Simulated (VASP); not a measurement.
# SiC (R3m) in VASP: notebook

SiC is run at these levels: PBE; tasks: single point.

Everything below comes from runs of VASP 6.6.1. Logs are shortened: lines on timing, memory, paths and dates and some standing lists are left out, and cuts for length are marked.

**1. The cell of the first run**

It takes space group R3m (No. 160, trigonal). The conventional cell has a = 3.072 Å, b = 3.072 Å, c = 7.895 Å, α = 90.00°, β = 90.00°, γ = 120.00°. Si (site symmetry 3m) has 4 C at 1.89 to 1.97 Å within 2.5 Å. Within 2.5 Å of C (site symmetry 3m) lie 4 Si at 1.89 to 1.97 Å.

**2. Single point, PBE**

Contents of INCAR:

```
ALGO = Normal ; EDIFF = 1E-6
ENCUT = 520 ; GGA = PE
ISIF = 2 ; ISMEAR = 0
LASPH = T ; LCHARG = F
LREAL = F ; LWAVE = F
NBANDS = 11 ; NELM = 60
PREC = Accurate ; SIGMA = 0.05
```

Contents of KPOINTS:

```
k-points
0
Gamma
  12 12 12
```

Contents of POSCAR:

```
SiC
1.0
    0.0000000000      2.1720842057      2.1720842057
    2.1720842057      0.0000000000      2.1720842057
    2.2434733733      2.2434733733     -0.0713891676
Si C
1 1
Direct
    0.0000000000      0.0000000000      0.0000000000
    0.7500000000      0.7500000000      0.7500000000
```

Potentials or basis: VASP PAW PBE potentials, release 64 (Si, C).

Command:

```
$ cat potpaw_PBE.64/Si/POTCAR potpaw_PBE.64/C/POTCAR > POTCAR
$ mpirun -np 1 vasp_std > vasp.out
```

OUTCAR:

```text
EDIFF = 1E-6
   ENCUT = 520
   GGA = PE
   ISIF = 2
   ISMEAR = 0
   LASPH = T
   LREAL = F
   NELM = 60
   PREC = Accurate

 ion  position               nearest neighbor table
   1  0.000  0.000  0.000-   2 1.89   2 1.89   2 1.89   2 1.97
   2  0.750  0.750  0.750-   1 1.89   1 1.89   1 1.89   1 1.97

  LATTYP: Found a trigonal (rhomboedric) cell.
 ALAT       =     3.1735535235
 COS(alpha) =     0.5315517071

  Lattice vectors:

 A1 = (   2.2434733733,   0.0713891676,  -2.2434733733)
 A2 = (   0.0713891676,   2.2434733733,  -2.2434733733)
 A3 = (   2.2434733733,   2.2434733733,  -0.0713891676)

Analysis of symmetry for initial positions (statically):
=====================================================================
 Subroutine PRICEL returns:
 Original cell was already a primitive cell.

 Routine SETGRP: Setting up the symmetry group for a
 trigonal (rhombohedral) supercell.

 Subroutine GETGRP returns: Found  6 space group operations
 (whereof  6 operations were pure point group operations)
 out of a pool of 12 trial point group operations.

The static configuration has the point symmetry C_3v.

Analysis of symmetry for dynamics (positions and initial velocities):
=====================================================================
 Subroutine PRICEL returns:
 Original cell was already a primitive cell.

 Routine SETGRP: Setting up the symmetry group for a
 trigonal (rhombohedral) supercell.

 Subroutine GETGRP returns: Found  6 space group operations
 (whereof  6 operations were pure point group operations)
 out of a pool of 12 trial point group operations.

The dynamic configuration has the point symmetry C_3v.

 Subroutine INISYM returns: Found  6 space group operations
 (whereof  6 operations are pure point group operations),
 and found     1 'primitive' translations

----------------------------------------------------------------------------------------

                                     Primitive cell

  volume of cell :      21.5060

  direct lattice vectors                    reciprocal lattice vectors
     0.000000000  2.172084206  2.172084206    -0.226588537  0.233798771  0.226588537
     2.172084206  0.000000000  2.172084206     0.233798771 -0.226588537  0.226588537
     2.243473373  2.243473373 -0.071389168     0.219378304  0.219378304 -0.219378304

  length of vectors
     3.071790942  3.071790942  3.173553524     0.396669378  0.396669378  0.379974368

  position of ions in fractional coordinates (direct lattice)
     0.000000000  0.000000000  0.000000000
     0.750000000  0.750000000  0.750000000

  ion indices of the primitive-cell ions
   primitive index   ion index
                 1           1
                 2           2

----------------------------------------------------------------------------------------

 KPOINTS: k-points

Automatic generation of k-mesh.
 Grid dimensions read from file:
 generate k-points for:   12   12   12

 Generating k-lattice:

  Cartesian coordinates                     Fractional coordinates (reciprocal lattice)
    -0.018882378  0.019483231  0.018882378     0.083333333  0.000000000 -0.000000000
     0.019483231 -0.018882378  0.018882378     0.000000000  0.083333333 -0.000000000
     0.018281525  0.018281525 -0.018281525     0.000000000  0.000000000  0.083333333

  Length of vectors
     0.033055782  0.033055782  0.031664531

  Shift w.r.t. Gamma in fractional coordinates (k-lattice)
     0.000000000  0.000000000  0.000000000

 Subroutine IBZKPT returns following result:
 ===========================================

 Found    189 irreducible k-points:

 Following reciprocal coordinates:
            Coordinates               Weight
  0.000000  0.000000  0.000000      1.000000
  0.083333  0.000000  0.000000      6.000000
  0.166667  0.000000  0.000000      6.000000
  0.250000  0.000000  0.000000      6.000000
  0.333333  0.000000  0.000000      6.000000
  0.416667  0.000000 -0.000000      6.000000
[... 16 lines left out ...]
  0.500000  0.166667  0.000000     12.000000
 -0.416667  0.166667  0.000000     12.000000
 [... further k-points ...]
   k-points           NKPTS =    189   k-points in BZ     NKDIM =    189   number of bands    NBANDS=     11
   number of dos      NEDOS =    301   number of ions     NIONS =      2
   total plane-waves  NPLWV =  13824
   dimension x,y,z NGX =    24 NGY =   24 NGZ =   24
   dimension x,y,z NGXF=    48 NGYF=   48 NGZF=   48
   ions per type =               1   1
   NGX,Y,Z   is equivalent  to a cutoff of  12.99, 12.99, 12.57 a.u.
   NGXF,Y,Z  is equivalent  to a cutoff of  25.98, 25.98, 25.14 a.u.
 SYSTEM =  unknown system
   PREC   = accura    normal or accurate (medium, high low for compatibility)
   ISTART =      0    job   : 0-new  1-cont  2-samecut
   ICHARG =      2    charge: 1-file 2-atom 10-const
   ISPIN  =      1    spin polarized calculation?
   LNONCOLLINEAR =      F non collinear calculations
   LSORBIT =      F    spin-orbit coupling
   LASPH  =      T    aspherical Exc in radial PAW
   ENCUT  =  520.0 eV  38.22 Ry    6.18 a.u.   5.71  5.71  5.90*2*pi/ulx,y,z
   NELM   =     60;   NELMIN=  2; NELMDL= -5     # of ELM steps
   EDIFF  = 0.1E-05   stopping-criterion for ELM
   LREAL  =      F    real-space projection
   EDIFFG = 0.1E-04   stopping-criterion for IOM
   NSW    =      0    number of steps for IOM
   IBRION =     -1    ionic relax: 0-MD 1-quasi-New 2-CG
   NFREE  =      0    steps in history (QN), initial steepest desc. (CG)
   ISIF   =      2    stress and relaxation
   ISYM   =      2    0-nonsym 1-usesym 2-fastsym
   POTIM  = 0.5000    time-step for ionic-motion
   TEBEG  =    0.0;   TEEND  =   0.0 temperature during run
   PSTRESS=    0.0 pullay stress
   NELECT =       8.0000    total number of electrons
   NUPDOWN=      -1.0000    fix difference up-down
   EMIN   =  10.00;   EMAX   =-10.00  energy-range for DOS
   EFERMI =   0.00;   METHOD = LEGACY
   ISMEAR =     0;   SIGMA  =   0.05  broadening in eV -4-tet -1-fermi 0-gaus
   EFERMI_NEDOS =   21; number of points for ismear=-14 and -15
   IALGO  =     38    algorithm
   IMIX   =      4    mixing-type and parameters
     AMIX     =   0.40;   BMIX     =  1.00
     AMIX_MAG =   1.60;   BMIX_MAG =  1.00
  volume/ion in A,a.u.               =      10.75        72.56
  Fermi-wavevector in a.u.,A,eV,Ry     =   1.177384  2.224934 18.860859  1.386234
  Thomas-Fermi vector in A             =   2.313732
   LORBIT       =      0    0 simple, 1 ext, 2 COOP (PROOUT), +10 PAW based schemes
   GGA     = PE    functional components
   LHFCALC =     F    Hartree Fock is set to
   AEXX    =    0.0000 exact exchange contribution
   IVDW    =     0    specifies the selected vdW correction
   LEPSILON=     F    determine dielectric tensor
   LRPA    =     F    only Hartree local field effects (RPA)
 non-spin polarized calculation
 Gauss-broadening in eV      SIGMA  =   0.05
  energy-cutoff  :      520.00
  volume of cell :       21.51
 maximum number of plane-waves:       598
   NGX = 11   NGY = 11   NGZ = 11

 number of electron       8.0000001 magnetization

 Free energy of the ion-electron system (eV)
  ---------------------------------------------------
  ext. energy  EPLUGINS =         0.00000000
  ---------------------------------------------------
  free energy    TOTEN  =       -15.00318084 eV

  energy without entropy =      -15.00318084  energy(sigma->0) =      -15.00318084

 E-fermi :   8.0555     XC(G=0): -11.1879

 val. band max:        7.7716468470   @ k =   0.0000   0.0000   0.0000
 cond. band min:       9.0335431865   @ k =   0.5000   0.5000  -0.0000
 fundamental gap:      1.2618963395
 Fermi energy:         8.0555310915

 k-point     1 :       0.0000    0.0000    0.0000
  band No.  band energies     occupation
      1      -7.4315      2.00000
      2       7.4842      2.00000
      3       7.7716      2.00000
      4       7.7716      2.00000
      5      12.8406      0.00000
      6      14.6790      0.00000
      7      15.0894      0.00000
      8      15.0894      0.00000
      9      21.9858      0.00000
     10      21.9858      0.00000
     11      23.5565      0.00000

 k-point     2 :       0.0833    0.0000    0.0000
  band No.  band energies     occupation
      1      -7.2964      2.00000
      2       7.0223      2.00000
      3       7.4402      2.00000
      4       7.6642      2.00000
      5      13.0313      0.00000
      6      14.8659      0.00000
      7      15.2278      0.00000
      8      15.2668      0.00000
      9      21.0971      0.00000
     10      21.3209      0.00000
     11      23.7028      0.00000

 k-point     3 :       0.1667    0.0000    0.0000
  band No.  band energies     occupation
      1      -6.8952      2.00000
      2       5.4431      2.00000
      3       7.1968      2.00000
      4       7.3987      2.00000
      5      13.1768      0.00000
      6      14.9023      0.00000
      7      15.5993      0.00000
      8      16.0697      0.00000
      9      20.1558      0.00000
     10      20.6457      0.00000
     11      23.0354      0.00000

 k-point     4 :       0.2500    0.0000    0.0000
  band No.  band energies     occupation
      1      -6.2425      2.00000
      2       3.5648      2.00000
      3       6.9350      2.00000
      4       7.0865      2.00000
      5      13.0000      0.00000
      6      14.9447      0.00000
      7      15.6553      0.00000
      8      16.8891      0.00000
      9      20.1369      0.00000
     10      20.9105      0.00000
     11      22.5043      0.00000
[... 239 lines left out ...]
 k-point    22 :       0.4167    0.1667   -0.0000
  band No.  band energies     occupation
      1      -4.6574      2.00000
      2       1.4747      2.00000
      3       5.3269      2.00000
      4       5.7216      2.00000
      5      12.1286      0.00000
      6      15.2611      0.00000
      7      16.5883      0.00000
      8      17.2758      0.00000
      9      20.7537      0.00000
     10      24.3200      0.00000
     11      25.3776      0.00000

 k-point    23 :       0.5000    0.1667    0.0000
  band No.  band energies     occupation
      1      -3.7762      2.00000
      2       0.1547      2.00000
      3       4.8884      2.00000
      4       5.8183      2.00000
      5      12.1712      0.00000
      6      15.0413      0.00000
      7      16.1972      0.00000
      8      18.3344      0.00000
      9      21.3614      0.00000
     10      24.4142      0.00000
     11      25.5930      0.00000

 k-point    24 :      -0.4167    0.1667    0.0000
  band No.  band energies     occupation
      1      -3.5592      2.00000
      2      -0.1348      2.00000
      3       4.6122      2.00000
      4       6.0752      2.00000
      5      12.4668      0.00000
      6      14.8401      0.00000
      7      15.9035      0.00000
      8      18.5773      0.00000
      9      22.0890      0.00000
     10      22.7921      0.00000
     11      25.5943      0.00000

 [... further k-points ...]
[... 5 lines left out ...]
  --------------------------------------------------------------------------------------
  -------------------------------------------------------------------------------------
  Total       -0.5633681     -0.5633681     -0.5633681     -1.0289792      1.0289792      1.0289792
  in kB      -41.9704058    -41.9704058    -41.9704058    -76.6580091     76.6580091     76.6580091
  external PRESSURE =     -41.9704058 kB  Pullay stress =       0.0000000 kB

 VOLUME and BASIS-vectors are now :
 -----------------------------------------------------------------------------
  energy-cutoff  :      520.00
  volume of cell :       21.51
      direct lattice vectors                 reciprocal lattice vectors
     0.000000000  2.172084206  2.172084206    -0.226588537  0.233798771  0.226588537
     2.172084206  0.000000000  2.172084206     0.233798771 -0.226588537  0.226588537
     2.243473373  2.243473373 -0.071389168     0.219378304  0.219378304 -0.219378304

 POSITION                                       TOTAL-FORCE (eV/Angst)
 -----------------------------------------------------------------------------------
      0.00000      0.00000      0.00000         0.144871      0.144871     -0.144871
      3.31167      3.31167      3.20458        -0.144871     -0.144871      0.144871
 -----------------------------------------------------------------------------------
    total drift:                               -0.000036     -0.000036      0.000035

  FREE ENERGIE OF THE ION-ELECTRON SYSTEM (eV)
  ---------------------------------------------------
  free  energy   TOTEN  =       -15.0031808437 eV

  energy  without entropy=      -15.0031808437  energy(sigma->0) =      -15.00318084
```

Wall time 46 s (1 thread of AMD EPYC 7R43 (Zen 3), shared host); peak memory 0.13 GiB.

Results:

- Free energy: -15.0032 eV
- Pressure: -4.2 GPa
- Largest force: 0.251 eV/Å
- Band gap on the k mesh: 1.26 eV, indirect (least direct gap 4.23 eV)

Forces in eV/Å, atoms in the order of the input:
```
Si   0.145  0.145 -0.145
C   -0.145 -0.145  0.145
```

A k mesh can miss the band edges.

[end of part 1 of 2]
